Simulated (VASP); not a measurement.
Input of a VASP 6.6.1 run:

The input INCAR:

```
  ALGO = Normal
  EDIFF = 1E-6
  ENCUT = 750
  GGA = PS
  GGA_COMPAT = False
  ISIF = 2
  ISMEAR = -1
  ISYM = 0
  LASPH = True
  LCHARG = True
  LELF = True
  LREAL = Auto
  LVHAR = True
  LWAVE = False
  NBANDS = 294
  NCORE = 4
  NELM = 120
  PREC = Accurate
  SIGMA = 0.05
```

KPOINTS

```
Automatic mesh
0
Gamma
  1 1 1
  0.25 0.25 0.25
```

Contents of POSCAR:

```
Na3Li5S4
1.0
   12.0987497933      0.0000000000      0.0000000000
    0.0000000000     12.0987497933      0.0000000000
    0.0000000000      0.0000000000     12.0987497933
Li Na S
40 24 32
Direct
    0.3667980000      0.1097360000      0.1292610000
    0.3736900000      0.6246780000      0.1344900000
    0.8769430000      0.1177630000      0.1197970000
    0.8711000000      0.1294280000      0.6180760000
    0.8741430000      0.6169660000      0.1248160000
    0.8661280000      0.6323400000      0.6119110000
    0.1161830000      0.3570860000      0.1160880000
    0.1228050000      0.8677050000      0.1339450000
    0.1309600000      0.8739140000      0.6192020000
    0.6063310000      0.3898280000      0.1485540000
    0.6175350000      0.3917350000      0.6172860000
    0.5921350000      0.8913640000      0.1560200000
    0.6243580000      0.8923520000      0.6201970000
    0.1280870000      0.1192860000      0.3720710000
    0.1377930000      0.1189180000      0.8629520000
    0.1188400000      0.6315750000      0.3810470000
    0.1360700000      0.6193030000      0.8700900000
    0.6187960000      0.1269620000      0.3748040000
    0.6509950000      0.1612870000      0.8358160000
    0.6402910000      0.6495440000      0.8511940000
    0.1279750000      0.1173020000      0.6156680000
    0.1198000000      0.6294860000      0.6200550000
    0.6236600000      0.1396150000      0.6087300000
    0.6250820000      0.6490950000      0.6193880000
    0.3711630000      0.3759110000      0.3797950000
    0.3878470000      0.3777860000      0.8738220000
    0.3837110000      0.8710680000      0.8875980000
    0.8565850000      0.3896480000      0.3855190000
    0.9109260000      0.3289710000      0.8980630000
    0.8744790000      0.8738170000      0.3831850000
    0.9115740000      0.8290200000      0.8997320000
    0.3805680000      0.3831820000      0.6246320000
    0.3634640000      0.8681190000      0.1334470000
    0.3829710000      0.8873830000      0.6344930000
    0.3735360000      0.1286720000      0.3714650000
    0.3652250000      0.6241080000      0.3751920000
    0.8724390000      0.6319350000      0.3747190000
    0.1197420000      0.8742050000      0.3784910000
    0.6141770000      0.3711950000      0.3829810000
    0.6279180000      0.8825410000      0.3853010000
    0.3799200000      0.1340420000      0.6203350000
    0.3767710000      0.6350020000      0.6217020000
    0.1260350000      0.3764660000      0.6150550000
    0.6180280000      0.6268720000      0.3773520000
    0.1238420000      0.1134350000      0.1192490000
    0.1226830000      0.6198360000      0.1301100000
    0.6194090000      0.1313020000      0.1179270000
    0.6240750000      0.6356880000      0.1201050000
    0.3709880000      0.8771840000      0.3858550000
    0.3648340000      0.3695680000      0.1319510000
    0.8642040000      0.3685810000      0.1303430000
    0.8684960000      0.3787740000      0.6350310000
    0.8595840000      0.8671510000      0.1353990000
    0.8780940000      0.8794920000      0.6363910000
    0.3932980000      0.1215920000      0.8721180000
    0.3886530000      0.6283570000      0.8768090000
    0.8704200000      0.1259850000      0.3754100000
    0.8818720000      0.0921250000      0.8653700000
    0.8821830000      0.5950930000      0.8605740000
    0.1145380000      0.3783850000      0.3677770000
    0.1388100000      0.3677290000      0.8673600000
    0.1394490000      0.8694590000      0.8728410000
    0.6425360000      0.3954050000      0.8789460000
    0.6409000000      0.8966750000      0.8850920000
    0.9997730000      0.9783740000      0.0038190000
    0.0098190000      0.0004040000      0.4995750000
    0.0049840000      0.4831960000      0.0003110000
    0.9877540000      0.5164350000      0.4961270000
    0.4835240000      0.9846410000      0.0196980000
    0.5096790000      0.0054060000      0.4981970000
    0.4977230000      0.4943480000      0.0099090000
    0.4906600000      0.4924890000      0.4957240000
    0.2534840000      0.2388710000      0.9968270000
    0.2497340000      0.2438840000      0.4867180000
    0.2570380000      0.7484580000      0.0095280000
    0.2336370000      0.7494590000      0.5002390000
    0.7610710000      0.2372850000      0.9869310000
    0.7389380000      0.2595230000      0.4965110000
    0.7645460000      0.7355630000      0.9875030000
    0.7481140000      0.7600610000      0.4985650000
    0.2456700000      0.9956810000      0.2535180000
    0.2514580000      0.9976910000      0.7398210000
    0.2546910000      0.5083060000      0.2622620000
    0.2565460000      0.5016410000      0.7476230000
    0.7347810000      0.9959230000      0.2583890000
    0.7342500000      0.0232150000      0.7245130000
    0.7492590000      0.4998420000      0.2561320000
    0.7304150000      0.5245400000      0.7231710000
    0.9988310000      0.2412100000      0.2426530000
    0.0058830000      0.2323580000      0.7451390000
    0.9959100000      0.7492570000      0.2636040000
    0.0113970000      0.7382680000      0.7475300000
    0.4985390000      0.2510830000      0.2637680000
    0.5093930000      0.2687610000      0.7430110000
    0.4876510000      0.7528390000      0.2508190000
    0.5093320000      0.7705790000      0.7447670000
```

Potentials or basis: VASP PAW PBE potentials, release 64 (Li_sv, Na_pv, S).

Run with:

```bash
$ cat potpaw_PBE.64/Li_sv/POTCAR potpaw_PBE.64/Na_pv/POTCAR potpaw_PBE.64/S/POTCAR > POTCAR
$ mpirun -np 4 vasp_std > vasp.out
```

Predict the band gap on the k mesh.

3.58 eV, indirect (the least direct gap lies 0.4 meV higher).

Predict the largest force.

0.042 eV/Å.

What does it give for the pressure?

0.0 GPa.

Forces on the atoms (eV/Å):
```
Li   0.001 -0.007  0.003
Li   0.004  0.012 -0.012
Li  -0.002 -0.009 -0.001
Li   0.009  0.008 -0.004
Li   0.006 -0.004  0.004
Li   0.007  0.006  0.014
Li  -0.012 -0.014 -0.006
Li   0.012 -0.002 -0.003
Li  -0.004  0.005  0.005
Li  -0.002  0.020  0.007
Li   0.011 -0.008  0.014
Li   0.011  0.013 -0.009
Li   0.009 -0.007  0.003
Li  -0.007 -0.004  0.007
Li  -0.004  0.008  0.003
Li   0.001  0.003  0.003
Li   0.000  0.008  0.004
Li   0.003  0.002  0.005
Li   0.010 -0.001 -0.003
Li   0.031  0.028 -0.009
Li  -0.010  0.002 -0.001
Li  -0.019 -0.001 -0.006
Li  -0.013 -0.006 -0.001
Li  -0.014 -0.003 -0.017
Li   0.001  0.001  0.009
Li  -0.004 -0.001  0.007
Li  -0.011  0.002 -0.013
Li   0.012 -0.008  0.009
Li  -0.009  0.014 -0.002
Li   0.012  0.005  0.013
Li  -0.008  0.017  0.006
Li  -0.005 -0.008  0.009
Li  -0.007 -0.010 -0.010
Li   0.003 -0.005  0.005
Li   0.000 -0.008 -0.002
Li   0.013  0.022 -0.006
Li   0.000  0.003 -0.003
Li  -0.007 -0.008 -0.009
Li  -0.005 -0.004  0.000
Li  -0.007 -0.002  0.004
Na   0.002  0.007  0.005
Na  -0.001  0.009  0.000
Na   0.002  0.001  0.001
Na   0.002  0.011  0.000
Na  -0.007 -0.002 -0.014
Na   0.003  0.006 -0.017
Na  -0.003  0.000 -0.011
Na  -0.001 -0.002 -0.012
Na   0.002  0.001  0.002
Na  -0.004 -0.002  0.001
Na   0.000 -0.008 -0.012
Na   0.008 -0.002 -0.003
Na   0.005 -0.002 -0.003
Na   0.005 -0.002  0.003
Na   0.008 -0.003 -0.001
Na  -0.003  0.003  0.007
Na   0.005 -0.004  0.009
Na   0.007 -0.001  0.003
Na  -0.005  0.002  0.000
Na  -0.008 -0.003  0.001
Na  -0.009 -0.008  0.002
Na   0.001 -0.004  0.004
Na  -0.001  0.001  0.008
Na   0.004  0.007  0.003
S   -0.005 -0.010  0.011
S    0.004 -0.007 -0.015
S   -0.004 -0.004  0.000
S   -0.004  0.005 -0.009
S    0.002  0.002  0.013
S    0.011 -0.004  0.002
S    0.003 -0.012  0.015
S    0.006  0.001  0.000
S    0.001 -0.003 -0.001
S    0.005  0.001 -0.007
S    0.004 -0.002  0.006
S    0.010  0.001  0.002
S   -0.002 -0.011  0.006
S   -0.011  0.002 -0.001
S   -0.016 -0.019 -0.003
S   -0.009  0.010 -0.008
S    0.010  0.001  0.008
S    0.008 -0.004 -0.011
S    0.006 -0.004  0.008
S    0.009 -0.009 -0.016
S   -0.008  0.005  0.007
S   -0.019  0.003 -0.015
S   -0.009  0.000  0.001
S   -0.011  0.008  0.003
S    0.004  0.009  0.004
S    0.008 -0.012 -0.002
S   -0.007  0.002  0.003
S    0.006 -0.019  0.001
S   -0.004  0.004  0.005
S   -0.006  0.002 -0.003
S    0.001  0.002  0.003
S    0.000  0.000 -0.003
```

Caveat: the PAW data sets were made with another functional, which shifts forces and pressure a little. PBEsol gaps usually lie below the measured ones, often by a third to a half.
